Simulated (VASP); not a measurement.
# KTmI4 (P2/m) in VASP: notebook, part 2 of 2

VASP 6.6.1.

### 3 Relaxation of cell and atoms, PBE

This run uses another cell than the first one, of 45.89 Å³/atom.

Input file INCAR:

```
ALGO     = Normal         # electronic algorithm
EDIFF    = 1E-7           # SCF threshold, eV
EDIFFG   = -0.01          # ionic threshold
ENCUT    = 500            # plane-wave cutoff, eV
GGA      = PE             # functional
GGA_COMPAT= F            
IBRION   = 2              # ionic algorithm
ISIF     = 3              # what is computed and relaxed
ISMEAR   = 0              # smearing method
LASPH    = T              # aspherical terms in the spheres
LCHARG   = F              # write CHGCAR
LMAXMIX  = 6              # l up to which the mixer works
LREAL    = F              # projectors in reciprocal space
LWAVE    = F              # write WAVECAR
NELM     = 200            # most SCF steps
NELMIN   = 4            
NSW      = 100            # ionic steps
PREC     = Accurate       # precision mode
SIGMA    = 0.02           # smearing width, eV
```

Input file KPOINTS:

```
k-points
0
Gamma
  4 6 4
```

Input file POSCAR:

```
KTmI4
1.0
    7.2954873872      0.0000000000      0.0000000000
    0.0000000000      4.5387390452      0.0000000000
   -0.3065176437      0.0000000000      8.3148134255
K Tm I
1 1 4
Direct
    0.5000000000      0.5000000000      0.5000000000
    0.0000000000      0.0000000000      0.0000000000
    0.2386860033      0.5000000000      0.8776783904
    0.7613139967      0.5000000000      0.1223216096
    0.7914612553      0.0000000000      0.6915120607
    0.2085387447      0.0000000000      0.3084879393
```

Potentials or basis: VASP PAW PBE potentials, release 64 (K_sv, Tm_3, I), 4f in core.

Launch:

```console
cat potpaw_PBE.64/K_sv/POTCAR potpaw_PBE.64/Tm_3/POTCAR potpaw_PBE.64/I/POTCAR > POTCAR
mpirun -np 1 vasp_std > vasp.out
```

OUTCAR:

```text
EDIFF = 1E-7
   EDIFFG = -0.01
   ENCUT = 500
   GGA = PE
   IBRION = 2
   ISIF = 3
   ISMEAR = 0
   LASPH = T
   LREAL = F
   NELM = 200
   NELMIN = 4
   NSW = 100
   PREC = Accurate

 ion  position               nearest neighbor table
   1  0.500  0.500  0.500-   5 3.46   6 3.46   5 3.46   6 3.46
   2  0.000  0.000  0.000-   5 2.94   6 2.94   3 3.06   4 3.06   3 3.06   4 3.06
   3  0.239  0.500  0.878-   2 3.06   2 3.06
   4  0.761  0.500  0.122-   2 3.06   2 3.06
   5  0.791  0.000  0.692-   2 2.94   1 3.46   1 3.46
   6  0.209  0.000  0.308-   2 2.94   1 3.46   1 3.46

  LATTYP: Found a simple monoclinic cell.
 ALAT       =     7.2954873872
 B/A-ratio  =     0.6221296542
 C/A-ratio  =     1.1404942269
 COS(beta)  =    -0.0368390206

  Lattice vectors:

 A1 = (   7.2954873872,   0.0000000000,   0.0000000000)
 A2 = (   0.0000000000,   4.5387390452,   0.0000000000)
 A3 = (  -0.3065176437,   0.0000000000,   8.3148134255)

Analysis of symmetry for initial positions (statically):
=====================================================================
 Subroutine PRICEL returns:
 Original cell was already a primitive cell.

 Routine SETGRP: Setting up the symmetry group for a
 simple monoclinic supercell.

 Subroutine GETGRP returns: Found  4 space group operations
 (whereof  4 operations were pure point group operations)
 out of a pool of  4 trial point group operations.

The static configuration has the point symmetry C_2h.

Analysis of symmetry for dynamics (positions and initial velocities):
=====================================================================
 Subroutine PRICEL returns:
 Original cell was already a primitive cell.

 Routine SETGRP: Setting up the symmetry group for a
 simple monoclinic supercell.

 Subroutine GETGRP returns: Found  4 space group operations
 (whereof  4 operations were pure point group operations)
[... 145 lines left out ...]
  volume of cell :      275.32
 maximum number of plane-waves:      7014
 NGX is ok and might be reduce to    54
   NGX = 27   NGY = 17   NGZ = 31

--------------------------------------- Ionic step        1  -------------------------------------------

 number of electron      46.0000006 magnetization

 Free energy of the ion-electron system (eV)
  ---------------------------------------------------
  ext. energy  EPLUGINS =         0.00000000
  ---------------------------------------------------
  free energy    TOTEN  =       -19.92028532 eV

  energy without entropy =      -19.92028532  energy(sigma->0) =      -19.92028532

------------------------ aborting loop because EDIFF is reached ----------------------------------------

  FORCE on cell =-STRESS in cart. coord.  units (eV):
  Direction    XX          YY          ZZ          XY          YZ          ZX
  --------------------------------------------------------------------------------------
  -------------------------------------------------------------------------------------
  Total        0.7057408      0.3475625      0.5866267      0.0000000      0.0000000      0.1080926
  in kB        4.1068968      2.0225603      3.4137394      0.0000000      0.0000000      0.6290204
  external PRESSURE =       3.1810655 kB  Pullay stress =       0.0000000 kB
[... 101 lines left out ...]
  FREE ENERGIE OF THE ION-ELECTRON SYSTEM (eV)
  ---------------------------------------------------
  free  energy   TOTEN  =       -19.9243535624 eV

  energy  without entropy=      -19.9243535624  energy(sigma->0) =      -19.92435356

[... ionic steps 4 to 24 ...]

--------------------------------------- Ionic step       25  -------------------------------------------

 number of electron      46.0000000 magnetization

------------------------ aborting loop because EDIFF is reached ----------------------------------------
[... 75 lines left out ...]
--------------------------------------- Ionic step       27  -------------------------------------------

 number of electron      46.0000001 magnetization

 Free energy of the ion-electron system (eV)
  ---------------------------------------------------
  ext. energy  EPLUGINS =         0.00000000
  ---------------------------------------------------
  free energy    TOTEN  =       -19.93149124 eV

  energy without entropy =      -19.93149124  energy(sigma->0) =      -19.93149124

 E-fermi :   0.3479     XC(G=0):  -7.1776

 val. band max:        0.2480177747   @ k =   0.0000   0.0000   0.0000
 cond. band min:       2.8192814388   @ k =   0.0000   0.0000   0.0000
 fundamental gap:      2.5712636641
 Fermi energy:         0.3479218605

 k-point     1 :       0.0000    0.0000    0.0000
  band No.  band energies     occupation
      1     -28.8821      2.00000
      2     -24.9433      2.00000
      3     -24.8885      2.00000
      4     -24.8294      2.00000
      5     -12.3990      2.00000
      6     -12.3918      2.00000
[... 709 lines left out ...]
     26       3.9567      0.00000
     27       4.8338      0.00000

 [... further k-points ...]
[... 5 lines left out ...]
  --------------------------------------------------------------------------------------
  -------------------------------------------------------------------------------------
  Total        0.0063132     -0.0131903      0.0029576      0.0000000      0.0000000     -0.0246470
  in kB        0.0354412     -0.0740482      0.0166032      0.0000000      0.0000000     -0.1383638
  external PRESSURE =      -0.0073346 kB  Pullay stress =       0.0000000 kB
[... 21 lines left out ...]
  FREE ENERGIE OF THE ION-ELECTRON SYSTEM (eV)
  ---------------------------------------------------
  free  energy   TOTEN  =       -19.9314912428 eV

  energy  without entropy=      -19.9314912428  energy(sigma->0) =      -19.93149124

 reached required accuracy - stopping structural energy minimisation
```

OSZICAR:

```text
N       E                     dE             d eps       ncg     rms          rms(c)
DAV:   1     0.377830376795E+03    0.37783E+03   -0.17679E+04  2184   0.137E+03
DAV:   2     0.253252378870E+02   -0.35251E+03   -0.34583E+03  2982   0.379E+02
DAV:   3    -0.180880178662E+02   -0.43413E+02   -0.42272E+02  3384   0.101E+02
[... 270 lines left out ...]
DAV:   2    -0.199315164042E+02   -0.47665E-04   -0.10078E-03  2565   0.181E-01    0.305E-02
DAV:   3    -0.199315007368E+02    0.15667E-04   -0.41336E-05  3306   0.397E-02    0.209E-02
DAV:   4    -0.199314909886E+02    0.97482E-05   -0.19004E-05  2906   0.259E-02    0.534E-03
DAV:   5    -0.199314912414E+02   -0.25275E-06   -0.44938E-06  2491   0.103E-02    0.478E-03
DAV:   6    -0.199314912428E+02   -0.14061E-08   -0.18224E-07  2039   0.312E-03
  27 F= -.19931491E+02 E0= -.19931491E+02  d E =-.503194E-04
```

Wall time 78 min (1 thread of Intel Xeon 6975P-C (Granite Rapids), shared host); peak memory 0.59 GiB.

Results:

```yaml
Free_energy: -19.9315 eV
Relaxed_volume: 47.57 Å³/atom
Relaxed_cell: a = 7.618 Å, b = 4.554 Å, c = 8.242 Å, α = 90.00°, β = 93.45°, γ = 90.00°
Space_group_after_relaxing_to_0.1_Å: P2/m (No. 10)
Energy_gained_by_relaxing: 1.9 meV/atom
Ionic_steps: 27
Pressure_after_relaxing: 0.0 GPa
Largest_force_after_relaxing: 0.007 eV/Å
Band_gap_on_the_k_mesh: 2.57 eV
```

Forces in eV/Å, atoms in the order of the input:
```
K    0.000  0.000  0.000
Tm   0.000  0.000  0.000
I    0.004  0.000 -0.004
I   -0.004  0.000  0.004
I    0.006  0.000  0.003
I   -0.006  0.000 -0.003
```

Step by step:
```
step  energy change (eV)  largest force (eV/Å)  pressure (GPa)  volume (Å³)
   1              0.0000                0.0578            0.32       275.32
   2             -0.0041                0.0452            0.00       278.97
   3             -0.0041                0.0444            0.00       278.94
   4             -0.0048                0.0487            0.00       279.35
   5             -0.0061                0.0593           -0.01       280.38
   6             -0.0063                0.0808           -0.02       282.44
   7             -0.0066                0.0709           -0.01       281.52
   8             -0.0073                0.0571           -0.01       281.79
   9             -0.0079                0.0362            0.00       282.21
  10             -0.0073                0.0293            0.03       283.05
  11             -0.0080                0.0270            0.01       282.42
  12             -0.0083                0.0236            0.01       282.69
  13             -0.0091                0.0261            0.02       283.49
  14             -0.0097                0.0375            0.03       285.08
  15             -0.0100                0.0064           -0.06       286.35
  16             -0.0100                0.0104           -0.04       286.07
  17             -0.0103                0.0084           -0.03       285.92
  18             -0.0107                0.0149            0.01       285.46
  19             -0.0108                0.0147           -0.01       285.75
  20             -0.0109                0.0172           -0.04       285.98
  21             -0.0109                0.0153           -0.03       285.87
  22             -0.0110                0.0118            0.00       285.53
  23             -0.0109                0.0244            0.05       284.87
  24             -0.0110                0.0121            0.01       285.37
  25             -0.0111                0.0110            0.01       285.39
  26             -0.0112                0.0104            0.00       285.42
  27             -0.0112                0.0069            0.00       285.40
```

Final structure:
```
K Tm I
1.0
     7.61739    0.00000   -0.07822
     0.00000    4.55379    0.00000
    -0.41126    0.00000    8.23181
K Tm I
1 1 4
Direct
  0.50000 0.50000 0.50000
  0.00000 0.00000 0.00000
  0.22533 0.50000 0.87475
  0.77467 0.50000 0.12525
  0.78709 0.00000 0.68894
  0.21291 0.00000 0.31106
```

Caveat: spin-orbit coupling is left out, which moves the levels of the heavy elements; the 4f electrons are frozen in the core, so they carry no moment and show no levels.

### 4 Single point, PBE

This run uses another cell than the first one, of 45.89 Å³/atom.

Input file INCAR:

```
PREC = Accurate
ENCUT = 500
EDIFF = 1E-6
ISMEAR = 0
SIGMA = 0.1
LREAL = False
LASPH = True
NELM = 200
ALGO = Normal
ISIF = 2
LWAVE = False
LCHARG = True
GGA = PE
LELF = True
LVHAR = True
NBANDS = 32
GGA_COMPAT = False
LMAXMIX = 6
```

Input file KPOINTS:

```
regular mesh
0
Gamma
  4 4 2
```

POSCAR is that of step 3.

Launch:

```console
cat potpaw_PBE.64/K_sv/POTCAR potpaw_PBE.64/Tm_3/POTCAR potpaw_PBE.64/I/POTCAR > POTCAR
mpirun -np 1 vasp_std > vasp.out
```

It took 84 s on 1 thread of Intel Xeon 6975P-C (Granite Rapids), shared host; peak memory 0.43 GiB.

The run converged. Its results:

- Free energy: -19.9141 eV
- Pressure: 0.3 GPa
- Largest force: 0.059 eV/Å
- Band gap on the k mesh: 2.56 eV (least direct gap 2.57 eV)

Forces in eV/Å, atoms in the order of the input:
```
K    0.000  0.000  0.000
Tm   0.000  0.000  0.000
I    0.022  0.000 -0.022
I   -0.022  0.000  0.022
I   -0.038  0.000 -0.044
I    0.038  0.000  0.044
```

Stress tensor (GPa, compression positive):
```
0.41 0.00 0.06
0.00 0.24 0.00
0.06 0.00 0.34
```

Levels at points of the mesh, in eV from the valence-band top:
```tsv
k point	band 19	band 20	band 21	band 22	band 23	band 24	band 25	band 26	band 27	band 28
(0.00, 0.00, 0.00)	-0.35	-0.32	-0.20	-0.11	-0.01	2.56	3.75	3.81	3.93	4.91
(0.50, 0.00, 0.00)	-0.77	-0.28	-0.28	-0.12	-0.10	2.61	3.80	3.88	4.96	5.05
(0.00, 0.50, 0.00)	-1.15	-1.09	-0.94	-0.27	-0.24	3.37	3.73	3.80	4.94	5.38
(0.50, 0.50, 0.00)	-0.99	-0.94	-0.61	-0.50	-0.06	3.41	3.52	3.80	5.05	5.26
(0.00, 0.00, 0.50)	-0.85	-0.34	-0.30	-0.07	-0.06	2.58	3.81	3.95	4.75	5.08
(0.50, 0.00, 0.50)	-0.93	-0.64	-0.41	-0.02	0.00	2.59	3.75	3.86	4.57	5.03
(0.00, 0.50, 0.50)	-1.13	-0.87	-0.60	-0.53	-0.28	3.30	3.45	3.74	5.07	5.22
(0.50, 0.50, 0.50)	-0.89	-0.58	-0.50	-0.48	-0.40	3.45	3.45	3.78	5.06	5.35
```

Caveat: spin-orbit coupling is left out, which moves the levels of the heavy elements; the 4f electrons are frozen in the core, so they carry no moment and show no levels.

### 5 The runs side by side

| task | cell | k mesh | smearing | gap on the mesh (eV) | pressure (GPa) | largest force (eV/Å) |
| --- | --- | --- | --- | --- | --- | --- |
| single point | a = 7.531, b = 4.545, c = 8.298 Å, angles 90.0, 93.1, 90.0°, 6 atoms, atomic positions A | 4 × 6 × 4 | gaussian 0.02 eV | 2.57 | 0.1 | 0.02 |
| relaxation of cell and atoms | relaxed from a = 7.295, b = 4.539, c = 8.320 Å, angles 90.0, 92.1, 90.0°, 6 atoms, atomic positions B | 4 × 6 × 4 | gaussian 0.02 eV | 2.57 | 0.0 | 0.01 |
| single point | a = 7.295, b = 4.539, c = 8.320 Å, angles 90.0, 92.1, 90.0°, 6 atoms, atomic positions B | 4 × 4 × 2 | gaussian 0.1 eV | 2.56 | 0.3 | 0.06 |

Alike in all rows: level PBE; potentials or basis VASP PAW PBE potentials, release 64 (K_sv, Tm_3, I), 4f in core; no spin polarisation; cutoff (eV) 500.

Caveats: spin-orbit coupling is left out, which moves the levels of the heavy elements; the 4f electrons are frozen in the core, so they carry no moment and show no levels.

Absolute energies hang on the potentials; compare differences alone.
